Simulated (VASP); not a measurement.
# Cu (Fd-3m) in VASP: a series of runs, part 3 of 3

VASP 6.6.1. The steps go on from the part before.

### Step 6. Relaxation of cell and atoms, PBEsol

This run uses another cell than the first one, of 17.92 Å³/atom, 1.371 times its volume.

File INCAR:

```
PREC     = Accurate       # precision mode
ENCUT    = 600            # plane-wave cutoff, eV
EDIFF    = 1E-7           # SCF threshold, eV
ISMEAR   = 0              # smearing method
SIGMA    = 0.1            # smearing width, eV
LREAL    = False          # projectors in reciprocal space
LASPH    = True           # aspherical terms in the spheres
NELM     = 100            # most SCF steps
ALGO     = Fast           # electronic algorithm
ISIF     = 3              # what is computed and relaxed
LWAVE    = False          # write WAVECAR
LCHARG   = False          # write CHGCAR
GGA      = PS             # functional
IBRION   = 2              # ionic algorithm
NSW      = 100            # ionic steps
EDIFFG   = -0.01          # ionic threshold
```

File KPOINTS:

```
regular mesh
0
Gamma
  18 18 18
```

File POSCAR:

```
Cu
1.0
    0.0000000000      2.6170009497      2.6170009497
    2.6170009497      0.0000000000      2.6170009497
    2.6170009497      2.6170009497      0.0000000000
Cu
2
Direct
    0.0000000000      0.0000000000      0.0000000000
    0.2500000000      0.2500000000      0.2500000000
```

Potentials or basis: VASP PAW PBE potentials, release 64 (Cu).

Launch:

```console
cat potpaw_PBE.64/Cu/POTCAR > POTCAR
mpirun -np 1 vasp_std > vasp.out
```

OUTCAR:

```text
PREC = Accurate
   ENCUT = 600
   EDIFF = 1E-7
   ISMEAR = 0
   LREAL = False
   LASPH = True
   NELM = 100
   ISIF = 3
   GGA = PS
   IBRION = 2
   NSW = 100
   EDIFFG = -0.01

 ion  position               nearest neighbor table
   1  0.000  0.000  0.000-   2 2.27   2 2.27   2 2.27   2 2.27
   2  0.250  0.250  0.250-   1 2.27   1 2.27   1 2.27   1 2.27

  LATTYP: Found a face centered cubic cell.
 ALAT       =     5.2340018994

  Lattice vectors:

 A1 = (   0.0000000000,   2.6170009497,   2.6170009497)
 A2 = (   2.6170009497,   0.0000000000,   2.6170009497)
 A3 = (   2.6170009497,   2.6170009497,   0.0000000000)

Analysis of symmetry for initial positions (statically):
=====================================================================
 Subroutine PRICEL returns:
 Original cell was already a primitive cell.

 Routine SETGRP: Setting up the symmetry group for a
 face centered cubic supercell.

 Subroutine GETGRP returns: Found 48 space group operations
 (whereof 24 operations were pure point group operations)
 out of a pool of 48 trial point group operations.

The static configuration has the point symmetry T_d .
 The point group associated with its full space group is O_h .

Analysis of symmetry for dynamics (positions and initial velocities):
=====================================================================
 Subroutine PRICEL returns:
 Original cell was already a primitive cell.

 Routine SETGRP: Setting up the symmetry group for a
 face centered cubic supercell.

 Subroutine GETGRP returns: Found 48 space group operations
 (whereof 24 operations were pure point group operations)
 out of a pool of 48 trial point group operations.

The dynamic configuration has the point symmetry T_d .
 The point group associated with its full space group is O_h .

 Subroutine INISYM returns: Found 48 space group operations
 (whereof 24 operations are pure point group operations),
[... 132 lines left out ...]
  volume of cell :       35.85
 maximum number of plane-waves:      1243
 NGX is ok and might be reduce to    30
   NGX = 15   NGY = 15   NGZ = 15

--------------------------------------- Ionic step        1  -------------------------------------------

 number of electron      21.9999975 magnetization

 Free energy of the ion-electron system (eV)
  ---------------------------------------------------
  ext. energy  EPLUGINS =         0.00000000
  ---------------------------------------------------
  free energy    TOTEN  =        -6.24607608 eV

  energy without entropy =       -6.24174647  energy(sigma->0) =       -6.24391127

------------------------ aborting loop because EDIFF is reached ----------------------------------------

  FORCE on cell =-STRESS in cart. coord.  units (eV):
  Direction    XX          YY          ZZ          XY          YZ          ZX
  --------------------------------------------------------------------------------------
  -------------------------------------------------------------------------------------
  Total        0.0973382      0.0973382      0.0973382      0.0000000      0.0000000     -0.0000000
  in kB        4.3506290      4.3506290      4.3506290      0.0000000      0.0000000     -0.0000000
  external PRESSURE =       4.3506290 kB  Pullay stress =       0.0000000 kB
[... 59 lines left out ...]
--------------------------------------- Ionic step        3  -------------------------------------------

 number of electron      21.9999977 magnetization

 Free energy of the ion-electron system (eV)
  ---------------------------------------------------
  ext. energy  EPLUGINS =         0.00000000
  ---------------------------------------------------
  free energy    TOTEN  =        -6.24621303 eV

  energy without entropy =       -6.24187268  energy(sigma->0) =       -6.24404285

 E-fermi :   3.0777     XC(G=0): -10.3720

 val. band max:        3.0746236216   @ k =  -0.3333   0.3889   0.1667
 cond. band min:       3.0780103599   @ k =  -0.3889   0.3333   0.0000
 fundamental gap:      0.0033867383
 Fermi energy:         3.0776722953

 k-point     1 :       0.0000    0.0000    0.0000
  band No.  band energies     occupation
      1      -3.5253      2.00000
      2      -0.0593      2.00000
      3      -0.0593      2.00000
      4      -0.0593      2.00000
      5      -0.0374      2.00000
      6      -0.0374      2.00000
      7       1.1296      2.00000
      8       1.1296      2.00000
      9       1.1296      2.00000
     10       1.8490      2.00000
     11       1.8490      2.00000
     12      13.2515      0.00000
     13      13.2515      0.00000
     14      13.2515      0.00000
[... 401 lines left out ...]
      2      -0.2363      2.00000
      3      -0.1406      2.00000
      4      -0.0255      2.00000
      5       0.1603      2.00000
      6       0.2467      2.00000
      7       0.9285      2.00000
      8       1.0887      2.00000
      9       1.2398      2.00000
     10       1.7883      2.00000
     11       1.8775      2.00000
     12       7.3093      0.00000
     13      10.4376      0.00000
     14      11.8290      0.00000
     15      14.7329      0.00000

 [... further k-points ...]
[... 5 lines left out ...]
  --------------------------------------------------------------------------------------
  -------------------------------------------------------------------------------------
  Total        0.0051410      0.0051410      0.0051410     -0.0000000      0.0000000     -0.0000000
  in kB        0.2288488      0.2288488      0.2288488     -0.0000000      0.0000000     -0.0000000
  external PRESSURE =       0.2288488 kB  Pullay stress =       0.0000000 kB
[... 17 lines left out ...]
  FREE ENERGIE OF THE ION-ELECTRON SYSTEM (eV)
  ---------------------------------------------------
  free  energy   TOTEN  =        -6.2462130260 eV

  energy  without entropy=       -6.2418726780  energy(sigma->0) =       -6.24404285

 reached required accuracy - stopping structural energy minimisation
```

OSZICAR:

```text
N       E                     dE             d eps       ncg     rms          rms(c)
DAV:   1     0.140163358034E+03    0.14016E+03   -0.11677E+04  5858   0.256E+03
DAV:   2    -0.247147604716E+01   -0.14263E+03   -0.13711E+03  5850   0.324E+02
DAV:   3    -0.770320723901E+01   -0.52317E+01   -0.50580E+01  7154   0.101E+02
[... 31 lines left out ...]
RMM:   4    -0.624621835332E+01    0.92887E-04   -0.30887E-04  5899   0.173E-01    0.285E-02
RMM:   5    -0.624621167758E+01    0.66757E-05   -0.10342E-04  5854   0.223E-01    0.307E-03
RMM:   6    -0.624621294468E+01   -0.12671E-05   -0.25616E-05  6161   0.488E-02    0.670E-03
RMM:   7    -0.624621288729E+01    0.57397E-07   -0.67318E-06  5825   0.543E-02    0.645E-04
RMM:   8    -0.624621306014E+01   -0.17286E-06   -0.24840E-06  5674   0.148E-02    0.116E-03
RMM:   9    -0.624621302598E+01    0.34161E-07   -0.23044E-07  4115   0.958E-03
   3 F= -.62462130E+01 E0= -.62440429E+01  d E =-.136946E-03
```

CONTCAR:

```text
Cu
   1.00000000000000
     0.0000000000000000    2.6205565167511611    2.6205565167511611
     2.6205565167511611    0.0000000000000000    2.6205565167511611
     2.6205565167511611    2.6205565167511611   -0.0000000000000000
  Cu
     2
Direct
     0.0000000000000000    0.0000000000000000    0.0000000000000000
     0.2500000000000000    0.2500000000000000    0.2500000000000000

  0.00000000E+00  0.00000000E+00  0.00000000E+00
  0.00000000E+00  0.00000000E+00  0.00000000E+00
```

Run time: 2.5 min. Hardware: 1 thread of Intel Xeon 6975P-C (Granite Rapids), shared host; peak memory 0.25 GiB.

What came out:

| Item | Value |
| --- | --- |
| Free energy | -6.2462 eV |
| Relaxed volume | 18.00 Å³/atom |
| Relaxed cell | a = 3.706 Å, b = 3.706 Å, c = 3.706 Å, α = 60.00°, β = 60.00°, γ = 60.00° |
| Space group after relaxing (to 0.05 Å) | Fd-3m (No. 227) |
| Energy gained by relaxing | 0.1 meV/atom |
| Ionic steps | 3 |
| Pressure after relaxing | 0.0 GPa |
| Band gap on the k mesh | zero (band 11 reaches 3.72 eV, above the bottom of band 12 at 2.74 eV) |

Step by step:
```
step  energy change (eV)  largest force (eV/Å)  pressure (GPa)  volume (Å³)
   1              0.0000                0.0000            0.44        35.85
   2             -0.0001                0.0000           -0.38        36.10
   3             -0.0001                0.0000            0.02        35.99
```

Final structure:
```
Cu
1.0
     0.00000    2.62056    2.62056
     2.62056    0.00000    2.62056
     2.62056    2.62056    0.00000
Cu
2
Direct
  0.00000 0.00000 0.00000
  0.25000 0.25000 0.25000
```

Caveat: the PAW data sets were made with another functional, which shifts forces and pressure a little.

### Step 7. Summary

| task | cell | k mesh | cutoff (eV) | gap on the mesh (eV) | pressure (GPa) | relaxed volume (Å³/atom) |
| --- | --- | --- | --- | --- | --- | --- |
| single point | a = 3.332 Å, angles 60.0°, 2 atoms | 6 × 6 × 6 | 520 | none | 45.0 | - |
| single point | a = 3.701 Å, angles 60.0°, 2 atoms | 6 × 6 × 6 | 520 | none | 0.4 | - |
| relaxation of cell and atoms | relaxed from a = 3.332 Å, angles 60.0°, 2 atoms | 6 × 6 × 6 | 600 | none | -0.2 | 17.98 |
| single point | a = 3.699 Å, angles 60.0°, 2 atoms | 18 × 18 × 18 | 520 | none | 0.0 | - |
| relaxation of cell and atoms | relaxed from a = 3.701 Å, angles 60.0°, 2 atoms | 18 × 18 × 18 | 600 | none | 0.0 | 18.00 |

Alike in all rows: level PBEsol; potentials or basis VASP PAW PBE potentials, release 64 (Cu); no spin polarisation; smearing gaussian 0.1 eV.

Caveats: some runs use coarse meshes; the PAW data sets were made with another functional, which shifts forces and pressure a little; the volume moved by over 15 % at a fixed basis, so the end points are rough (some runs).

Absolute energies hang on the potentials; compare differences alone.
